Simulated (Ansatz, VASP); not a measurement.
**One calculation of Lu3F2, two programs**

```
CELL_PARAMETERS angstrom
3.35063 0.00000 0.00000
0.00000 3.35063 0.00000
0.00000 0.00000 8.99056
ATOMIC_POSITIONS crystal
Lu 0.00000 0.50000 0.36003
Lu 0.50000 0.00000 0.63997
Lu 0.50000 0.50000 0.00000
F 0.50000 0.00000 0.25906
F 0.00000 0.50000 0.74094
```

Change from the starting cell: species swapped into the Er2Se3 type (P-4m2, No. 115).

Alike in both runs: functional PBE; k mesh 6 × 6 × 4; occupations gaussian, width 0.1 eV; no spin polarisation.

Ansatz relaxed the structure, and its values are those at the end. VASP's run is a single point on that final structure, the one shown.

|  | VASP | Ansatz |
| --- | --- | --- |
| version | VASP 6.6.1 | Ansatz 0.2.0 |
| potentials or method | VASP PAW PBE potentials, release 64 (Lu, F), cutoff 520 eV | scalar-relativistic, plane waves, PAW |
| valence electrons in the cell | 89 | 89 |

Ansatz gave:

- gap on the k mesh at the Fermi level (eV): none
- pressure (GPa): 0.0
- rms of the force components (eV/Å): 0.003

Q: Estimate VASP's values.

A: gap on the k mesh at the Fermi level (eV): none; pressure (GPa): 0.1; rms of the force components (eV/Å): 0.001.

A gap of «none» marks a metal or a gap that the smearing closes. With one functional, cell and mesh, what is left measures potentials, basis and numerics.

Spin-orbit coupling is off throughout.
